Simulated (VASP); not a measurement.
Input of a VASP 6.6.1 run:

File INCAR:

```
PREC = Accurate ; ENCUT = 520
EDIFF = 1E-6 ; ISMEAR = 0
SIGMA = 0.15 ; LREAL = F
LASPH = T ; NELM = 150
ALGO = Normal ; ISIF = 2
LWAVE = F ; LCHARG = F
ISPIN = 2 ; MAGMOM = 0.625
LORBIT = 11 ; NUPDOWN = 0.625
LMAXMIX = 4 ; GGA = PE
NBANDS = 18
```

KPOINTS

```
regular mesh
0
Gamma
  22 22 22
```

File POSCAR:

```
Rh
1.0
    0.0000000000      1.9887703994      1.9887703994
    1.9887703994      0.0000000000      1.9887703994
    1.9887703994      1.9887703994      0.0000000000
Rh
1
Direct
    0.0000000000      0.0000000000      0.0000000000
```

Potentials or basis: VASP PAW PBE potentials, release 64 (Rh_pv).

Command:

```bash
$ cat potpaw_PBE.64/Rh_pv/POTCAR > POTCAR
$ mpirun -np 1 vasp_std > vasp.out
```

Problem. Predict the pressure.

Solution. -19.4 GPa.

Caveat: the cell stands under tension; the total moment is fixed, so each spin has its own Fermi level and the state may be an excited one.
